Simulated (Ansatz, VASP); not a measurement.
## Two plane-wave programs on P

INCAR

```
  PREC = Accurate
  ENCUT = 520
  EDIFF = 1E-7
  ISMEAR = 0
  SIGMA = 0.05
  LREAL = F
  LASPH = T
  NELM = 60
  ALGO = Normal
  ISIF = 2
  LWAVE = F
  LCHARG = F
  GGA = PS
  NBANDS = 18
```

The input KPOINTS:

```
Automatic mesh
0
Gamma
  8 1 6
```

POSCAR

```
P
1.0
    3.3135074741     -0.0191967096      0.0046584866
   -0.2038384673     34.3237762809     -0.2578037344
    0.0062932328     -0.0327988640      4.4676404449
P
4
Direct
   -0.0009115433      0.9694531305      0.5843148890
    0.0005227479      0.0304915678      0.4176924244
    0.4996624728      0.0305381012      0.0840113581
    0.5007263226      0.9695172005      0.9139813284
```

Input for Ansatz:

```yaml
crystal:
  lattice:
    - [3.3135074741, -0.0191967096, 0.0046584866]
    - [-0.2038384673, 34.3237762809, -0.2578037344]
    - [0.0062932328, -0.032798864, 4.4676404449]
  atoms:
    - { symbol: P, position: [-0.0009115433, 0.9694531305, 0.584314889] }
    - { symbol: P, position: [0.0005227479, 0.0304915678, 0.4176924244] }
    - { symbol: P, position: [0.4996624728, 0.0305381012, 0.0840113581] }
    - { symbol: P, position: [0.5007263226, 0.9695172005, 0.9139813284] }
basis:
  ecutwfc: 420
kpoints:
  mp_grid: { grid: [8, 1, 6] }
hamiltonian:
  xc: pbesol
scf:
  occupations: { method: gaussian, width: 0.05 }
output:
  forces: true
  stress: true
  eigenvalues: true
```

Change from the starting cell: cell sheared at random, sigma 0.01, atoms nudged by 0.01 Å.

Alike in both runs: task single point; functional PBEsol; k mesh 8 × 1 × 6; occupations gaussian, width 0.05 eV; no spin polarisation.

|  | VASP | Ansatz |
| --- | --- | --- |
| version | VASP 6.6.1 | Ansatz 0.2.0 |
| potentials or method | VASP PAW PBE potentials, release 64 (P), cutoff 520 eV | scalar-relativistic, plane waves, PAW |
| valence electrons in the cell | 20 | 20 |

|  | VASP | Ansatz | Ansatz less VASP |
| --- | --- | --- | --- |
| gap on the k mesh at the Fermi level (eV) | 0.87 | 0.85 | -0.016 |
| least direct gap on the mesh (eV) | 0.87 | 0.85 | -0.016 |
| rms of the force components (eV/Å) | 0.109 | 0.113 | +0.0047 |

VASP's potentials were made for PBE, not for PBEsol. Atom by atom the forces differ by 0.012 eV/Å (rms over components).
